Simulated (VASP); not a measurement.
Here is a VASP 6.6.1 calculation.

File INCAR:

```
SYSTEM = Ge
PREC = Accurate ; ENCUT = 520
EDIFF = 1E-7 ; ISMEAR = -1
SIGMA = 0.05 ; LREAL = .False.
LASPH = .True. ; NELM = 60
ALGO = Normal ; ISIF = 2
LWAVE = .False. ; LCHARG = .True.
GGA = PE ; LELF = .True.
LVHAR = .True. ; NBANDS = 13
```

The input KPOINTS:

```
Automatic mesh
0
Gamma
  12 12 12
  0 0 0
```

POSCAR

```
Ge
1.0
   -1.5976249096      1.5976249096      1.8606079433
    1.5976249096     -1.5976249096      1.8606079433
    1.5976249096      1.5976249096     -1.8606079433
Ge
1
Direct
    0.5000000000      0.5000000000      0.0000000000
```

Potentials or basis: VASP PAW PBE potentials, release 64 (Ge_d).

Command:

```bash
$ cat potpaw_PBE.64/Ge_d/POTCAR > POTCAR
$ mpirun -np 1 vasp_std > vasp.out
```

(1) Predict the band gap on the k mesh.

(2) Predict the pressure.

Results:

(1) zero (band 7 reaches 15.52 eV, above the bottom of band 8 at 3.94 eV).

(2) 2.0 GPa.
